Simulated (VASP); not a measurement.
# Pb (Fm-3m) in VASP: a series of runs

Pb is run at these levels: LDA; tasks: single point, relaxation of cell and atoms.

Everything below comes from runs of VASP 6.6.1. Logs are shortened: lines on timing, memory, paths and dates and some standing lists are left out, and cuts for length are marked.

## 1. The cell of the first run

The structure is cubic, space group Fm-3m (No. 225). Conventional cell: a = 4.882 Å, b = 4.882 Å, c = 4.882 Å, α = 90.00°, β = 90.00°, γ = 90.00°. Within 4.5 Å of Pb (site symmetry m-3m) lie 12 Pb at 3.45 Å.

## 2. Single point, LDA

The input, INCAR:

```
SYSTEM = Pb
  ALGO = Fast
  EDIFF = 1E-6
  ENCUT = 520
  ISIF = 2
  ISMEAR = 0
  LASPH = .True.
  LCHARG = .False.
  LREAL = .False.
  LWAVE = .False.
  NBANDS = 13
  NELM = 100
  PREC = Accurate
  SIGMA = 0.1
```

The input, KPOINTS:

```
k-points
0
Gamma
  14 14 14
  0 0 0
```

The input, POSCAR:

```
Pb
1.0
    0.0000000000      2.4411413280      2.4411413280
    2.4411413280      0.0000000000      2.4411413280
    2.4411413280      2.4411413280      0.0000000000
Pb
1
Direct
    0.0000000000      0.0000000000      0.0000000000
```

Potentials or basis: VASP PAW LDA potentials, release 64 (Pb_d).

The run is started by

```bash
cat potpaw_LDA.64/Pb_d/POTCAR > POTCAR
mpirun -np 1 vasp_std > vasp.out
```

OUTCAR:

```text
SYSTEM = Pb
   EDIFF = 1E-6
   ENCUT = 520
   ISIF = 2
   ISMEAR = 0
   LASPH = .True.
   LREAL = .False.
   NELM = 100
   PREC = Accurate

 ion  position               nearest neighbor table
   1  0.000  0.000  0.000-

  LATTYP: Found a face centered cubic cell.
 ALAT       =     4.8822826560

  Lattice vectors:

 A1 = (   0.0000000000,   2.4411413280,   2.4411413280)
 A2 = (   2.4411413280,   0.0000000000,   2.4411413280)
 A3 = (   2.4411413280,   2.4411413280,   0.0000000000)

Analysis of symmetry for initial positions (statically):
=====================================================================
 Subroutine PRICEL returns:
 Original cell was already a primitive cell.

 Routine SETGRP: Setting up the symmetry group for a
 face centered cubic supercell.

 Subroutine GETGRP returns: Found 48 space group operations
 (whereof 48 operations were pure point group operations)
 out of a pool of 48 trial point group operations.

The static configuration has the point symmetry O_h .

Analysis of symmetry for dynamics (positions and initial velocities):
=====================================================================
 Subroutine PRICEL returns:
 Original cell was already a primitive cell.

 Routine SETGRP: Setting up the symmetry group for a
 face centered cubic supercell.

 Subroutine GETGRP returns: Found 48 space group operations
 (whereof 48 operations were pure point group operations)
 out of a pool of 48 trial point group operations.

The dynamic configuration has the point symmetry O_h .

 Subroutine INISYM returns: Found 48 space group operations
 (whereof 48 operations are pure point group operations),
 and found     1 'primitive' translations

----------------------------------------------------------------------------------------

                                     Primitive cell

  volume of cell :      29.0944

  direct lattice vectors                    reciprocal lattice vectors
     0.000000000  2.441141328  2.441141328    -0.204822226  0.204822226  0.204822226
     2.441141328  0.000000000  2.441141328     0.204822226 -0.204822226  0.204822226
     2.441141328  2.441141328  0.000000000     0.204822226  0.204822226 -0.204822226

  length of vectors
     3.452295174  3.452295174  3.452295174     0.354762501  0.354762501  0.354762501

  position of ions in fractional coordinates (direct lattice)
     0.000000000  0.000000000  0.000000000

  ion indices of the primitive-cell ions
   primitive index   ion index
[... 76 lines left out ...]
   NSW    =      0    number of steps for IOM
   IBRION =     -1    ionic relax: 0-MD 1-quasi-New 2-CG
   NFREE  =      0    steps in history (QN), initial steepest desc. (CG)
   ISIF   =      2    stress and relaxation
   ISYM   =      2    0-nonsym 1-usesym 2-fastsym
   POTIM  = 0.5000    time-step for ionic-motion
   TEBEG  =    0.0;   TEEND  =   0.0 temperature during run
   PSTRESS=    0.0 pullay stress
   NELECT =      14.0000    total number of electrons
   NUPDOWN=      -1.0000    fix difference up-down
   EMIN   =  10.00;   EMAX   =-10.00  energy-range for DOS
   EFERMI =   0.00;   METHOD = LEGACY
   ISMEAR =     0;   SIGMA  =   0.10  broadening in eV -4-tet -1-fermi 0-gaus
   EFERMI_NEDOS =   21; number of points for ismear=-14 and -15
   IALGO  =     68    algorithm
   IMIX   =      4    mixing-type and parameters
     AMIX     =   0.40;   BMIX     =  1.00
     AMIX_MAG =   1.60;   BMIX_MAG =  1.00
  volume/ion in A,a.u.               =      29.09       196.34
  Fermi-wavevector in a.u.,A,eV,Ry     =   1.282866  2.424265 22.391718  1.645745
  Thomas-Fermi vector in A             =   2.415152
   LORBIT       =      0    0 simple, 1 ext, 2 COOP (PROOUT), +10 PAW based schemes
   GGA     = CA    functional components
   LHFCALC =     F    Hartree Fock is set to
   AEXX    =    0.0000 exact exchange contribution
   IVDW    =     0    specifies the selected vdW correction
   LEPSILON=     F    determine dielectric tensor
   LRPA    =     F    only Hartree local field effects (RPA)
 non-spin polarized calculation
 RMM-DIIS sequential band-by-band and
 Gauss-broadening in eV      SIGMA  =   0.10
  energy-cutoff  :      520.00
  volume of cell :       29.09
 maximum number of plane-waves:       801
 NGX is ok and might be reduce to    28
   NGX = 13   NGY = 13   NGZ = 13

 number of electron      13.9999999 magnetization

 Free energy of the ion-electron system (eV)
  ---------------------------------------------------
  ext. energy  EPLUGINS =         0.00000000
  ---------------------------------------------------
  free energy    TOTEN  =        -4.25776512 eV

  energy without entropy =       -4.25576393  energy(sigma->0) =       -4.25676453

 E-fermi :   7.5346     XC(G=0): -10.6541

 val. band max:        7.5135218095   @ k =  -0.2857   0.2857   0.0714
 cond. band min:       7.5804250441   @ k =   0.3571   0.2143   0.0000
 fundamental gap:      0.0669032346
 Fermi energy:         7.5345873219

 k-point     1 :       0.0000    0.0000    0.0000
  band No.  band energies     occupation
      1      -9.5585      2.00000
      2      -9.5585      2.00000
      3      -9.5585      2.00000
      4      -9.3965      2.00000
      5      -9.3965      2.00000
      6      -4.5703      2.00000
      7      15.1623      0.00000
      8      15.1623      0.00000
      9      15.1623      0.00000
     10      17.3312      0.00000
     11      19.4825      0.00000
     12      20.3085      0.00000
     13      20.3085      0.00000
[... 354 lines left out ...]
  band No.  band energies     occupation
      1      -9.6070      2.00000
      2      -9.4926      2.00000
      3      -9.4601      2.00000
      4      -9.4133      2.00000
      5      -9.3181      2.00000
      6      -3.0701      2.00000
      7       8.8193      0.00000
      8      12.3494      0.00000
      9      12.6667      0.00000
     10      16.0861      0.00000
     11      17.7438      0.00000
     12      21.6982      0.00000
     13      22.1520      0.00000

 [... further k-points ...]
[... 5 lines left out ...]
  --------------------------------------------------------------------------------------
  -------------------------------------------------------------------------------------
  Total        0.0209276      0.0209276      0.0209276     -0.0000000      0.0000000     -0.0000000
  in kB        1.1524453      1.1524453      1.1524453     -0.0000000      0.0000000     -0.0000000
  external PRESSURE =       1.1524453 kB  Pullay stress =       0.0000000 kB

 VOLUME and BASIS-vectors are now :
 -----------------------------------------------------------------------------
  energy-cutoff  :      520.00
  volume of cell :       29.09
      direct lattice vectors                 reciprocal lattice vectors
     0.000000000  2.441141328  2.441141328    -0.204822226  0.204822226  0.204822226
     2.441141328  0.000000000  2.441141328     0.204822226 -0.204822226  0.204822226
     2.441141328  2.441141328  0.000000000     0.204822226  0.204822226 -0.204822226

 POSITION                                       TOTAL-FORCE (eV/Angst)
 -----------------------------------------------------------------------------------
      0.00000      0.00000      0.00000         0.000000      0.000000      0.000000
 -----------------------------------------------------------------------------------
    total drift:                               -0.000000     -0.000000     -0.000000

  FREE ENERGIE OF THE ION-ELECTRON SYSTEM (eV)
  ---------------------------------------------------
  free  energy   TOTEN  =        -4.2577651199 eV

  energy  without entropy=       -4.2557639338  energy(sigma->0) =       -4.25676453
```

OSZICAR:

```text
N       E                     dE             d eps       ncg     rms          rms(c)
DAV:   1     0.109754305956E+03    0.10975E+03   -0.71670E+03  2742   0.127E+03
DAV:   2     0.103961090446E+01   -0.10871E+03   -0.10490E+03  2824   0.318E+02
DAV:   3    -0.414866784596E+01   -0.51883E+01   -0.51575E+01  3380   0.748E+01
DAV:   4    -0.426864079531E+01   -0.11997E+00   -0.11994E+00  3304   0.119E+01
DAV:   5    -0.427419657830E+01   -0.55558E-02   -0.55556E-02  3816   0.245E+00    0.586E-01
RMM:   6    -0.426134775721E+01    0.12849E-01   -0.12755E-02  3248   0.164E+00    0.282E-01
RMM:   7    -0.425787511725E+01    0.34726E-02   -0.76486E-03  3272   0.977E-01    0.813E-02
RMM:   8    -0.425771987036E+01    0.15525E-03   -0.15933E-03  3987   0.566E-01    0.114E-02
RMM:   9    -0.425775751317E+01   -0.37643E-04   -0.39131E-04  4070   0.187E-01    0.110E-02
RMM:  10    -0.425776411066E+01   -0.65975E-05   -0.94792E-05  3509   0.173E-01    0.106E-02
RMM:  11    -0.425776307725E+01    0.10334E-05   -0.44069E-05  3946   0.825E-02    0.999E-04
RMM:  12    -0.425776485817E+01   -0.17809E-05   -0.17536E-05  3112   0.420E-02    0.103E-03
RMM:  13    -0.425776511992E+01   -0.26176E-06   -0.22927E-06  2090   0.206E-02
   1 F= -.42577651E+01 E0= -.42567645E+01  d E =-.200119E-02
```

Run time: 36 s. Hardware: 1 thread of AMD EPYC 9R45 (Zen 5), shared host; peak memory 0.12 GiB.

What came out:

| Quantity | Value |
| --- | --- |
| Free energy | -4.2578 eV |
| Pressure | 0.1 GPa |
| Band gap on the k mesh | zero (band 7 reaches 15.16 eV, above the bottom of band 8 at 5.85 eV) |

Levels at points of the mesh, in eV from the Fermi level:
| k point | band 3 | band 4 | band 5 | band 6 | band 7 | band 8 | band 9 | band 10 | band 11 | band 12 |
| --- | --- | --- | --- | --- | --- | --- | --- | --- | --- | --- |
| (0.00, 0.00, 0.00) | -17.09 | -16.93 | -16.93 | -12.10 | 7.63 | 7.63 | 7.63 | 9.80 | 11.95 | 12.77 |
| (0.50, 0.00, 0.00) | -17.08 | -16.78 | -16.78 | -8.24 | -4.46 | 5.70 | 5.70 | 9.28 | 9.88 | 11.45 |
| (0.50, 0.50, 0.00) | -16.79 | -16.74 | -16.74 | -6.73 | -3.49 | 2.01 | 2.01 | 5.54 | 6.81 | 18.38 |

Caveat: spin-orbit coupling is left out, which moves the levels of the heavy elements.

## 3. Relaxation of cell and atoms, LDA

This run uses another cell than the first one, of 31.05 Å³/atom, 1.067 times its volume.

The input, INCAR:

```
SYSTEM = Pb
PREC     = Accurate       ! precision mode
ENCUT    = 600            ! plane-wave cutoff, eV
EDIFF    = 1E-7           ! SCF threshold, eV
ISMEAR   = 0              ! smearing method
SIGMA    = 0.1            ! smearing width, eV
LREAL    = .FALSE.        ! projectors in reciprocal space
LASPH    = .TRUE.         ! aspherical terms in the spheres
NELM     = 60             ! most SCF steps
ALGO     = Fast           ! electronic algorithm
ISIF     = 3              ! what is computed and relaxed
LWAVE    = .FALSE.        ! write WAVECAR
LCHARG   = .FALSE.        ! write CHGCAR
GGA      = CA             ! functional
IBRION   = 2              ! ionic algorithm
NSW      = 100            ! ionic steps
EDIFFG   = -0.005         ! ionic threshold
```

The input, KPOINTS:

```
regular mesh
0
G
  14 14 14
  0 0 0
```

The input, POSCAR:

```
Pb
1.0
    0.0000000000      2.4947547400      2.4947547400
    2.4947547400      0.0000000000      2.4947547400
    2.4947547400      2.4947547400      0.0000000000
Pb
1
Direct
    0.0000000000      0.0000000000      0.0000000000
```

Potentials or basis: VASP PAW LDA potentials, release 64 (Pb_d).

The run is started by

```bash
cat potpaw_LDA.64/Pb_d/POTCAR > POTCAR
mpirun -np 1 vasp_std > vasp.out
```

OUTCAR:

```text
SYSTEM = Pb
   PREC = Accurate
   ENCUT = 600
   EDIFF = 1E-7
   ISMEAR = 0
   LREAL = .FALSE.
   LASPH = .TRUE.
   NELM = 60
   ISIF = 3
   GGA = CA
   IBRION = 2
   NSW = 100
   EDIFFG = -0.005

 ion  position               nearest neighbor table
   1  0.000  0.000  0.000-

  LATTYP: Found a face centered cubic cell.
 ALAT       =     4.9895094800

  Lattice vectors:

 A1 = (   0.0000000000,   2.4947547400,   2.4947547400)
 A2 = (   2.4947547400,   0.0000000000,   2.4947547400)
 A3 = (   2.4947547400,   2.4947547400,   0.0000000000)

Analysis of symmetry for initial positions (statically):
=====================================================================
 Subroutine PRICEL returns:
 Original cell was already a primitive cell.
[... 258 lines left out ...]
  band No.  band energies     occupation
      1      -9.5834      2.00000
      2      -9.5834      2.00000
      3      -9.5834      2.00000
      4      -9.4226      2.00000
      5      -9.4226      2.00000
      6      -4.5811      2.00000
      7      15.1155      0.00000
      8      15.1155      0.00000
      9      15.1155      0.00000
     10      17.3025      0.00000
     11      19.4243      0.00000
[... 309 lines left out ...]
 k-point    24 :       0.2857    0.1429    0.0000
  band No.  band energies     occupation
      1      -9.6313      2.00000
      2      -9.5178      2.00000
      3      -9.4856      2.00000
      4      -9.4390      2.00000
      5      -9.3446      2.00000
      6      -3.0849      2.00000
      7       8.7856      0.00000
      8      12.3112      0.00000
      9      12.6252      0.00000
     10      16.0524      0.00000
     11      17.7052      0.00000

 [... further k-points ...]

------------------------ aborting loop because EDIFF is reached ----------------------------------------

  FORCE on cell =-STRESS in cart. coord.  units (eV):
  Direction    XX          YY          ZZ          XY          YZ          ZX
  --------------------------------------------------------------------------------------
  -------------------------------------------------------------------------------------
  Total        0.0009638      0.0009638      0.0009638      0.0000000      0.0000000      0.0000000
  in kB        0.0529514      0.0529514      0.0529514      0.0000000      0.0000000      0.0000000
  external PRESSURE =       0.0529514 kB  Pullay stress =       0.0000000 kB
[... 16 lines left out ...]
  FREE ENERGIE OF THE ION-ELECTRON SYSTEM (eV)
  ---------------------------------------------------
  free  energy   TOTEN  =        -4.2580289808 eV

  energy  without entropy=       -4.2560204892  energy(sigma->0) =       -4.25702474

 reached required accuracy - stopping structural energy minimisation
```

CONTCAR:

```text
Pb
   1.00000000000000
    -0.0000000000000000    2.4430615887471414    2.4430615887471414
     2.4430615887471414    0.0000000000000000    2.4430615887471414
     2.4430615887471414    2.4430615887471414   -0.0000000000000000
  Pb
     1
Direct
     0.0000000000000000    0.0000000000000000    0.0000000000000000

  0.00000000E+00  0.00000000E+00  0.00000000E+00
```

Run time: 1.9 min. Hardware: 1 thread of AMD EPYC 9R45 (Zen 5), shared host; peak memory 0.14 GiB.

What came out:

```
Free energy                            : -4.2580 eV
Relaxed volume                         : 29.16 Å³/atom
Relaxed cell                           : a = 3.455 Å, b = 3.455 Å, c = 3.455 Å, α = 60.00°, β = 60.00°, γ = 60.00°
Space group after relaxing (to 0.05 Å) : Fm-3m (No. 225)
Energy gained by relaxing              : 17.7 meV/atom
Ionic steps                            : 3
Pressure after relaxing                : 0.0 GPa
Band gap on the k mesh                 : zero (band 7 reaches 15.12 eV, above the bottom of band 8 at 5.83 eV)
```

The path:
```
step  energy change (eV)  largest force (eV/Å)  pressure (GPa)  volume (Å³)
   1              0.0000                0.0000           -2.80        31.05
   2             -0.0163                0.0000            0.94        28.67
   3             -0.0177                0.0000            0.01        29.16
```

Final structure:
```yaml
crystal:
  lattice:
    - [0.00000, 2.44306, 2.44306]
    - [2.44306, 0.00000, 2.44306]
    - [2.44306, 2.44306, 0.00000]
  atoms:
    - { symbol: Pb, position: [0.00000, 0.00000, 0.00000] }
```

Caveat: spin-orbit coupling is left out, which moves the levels of the heavy elements.
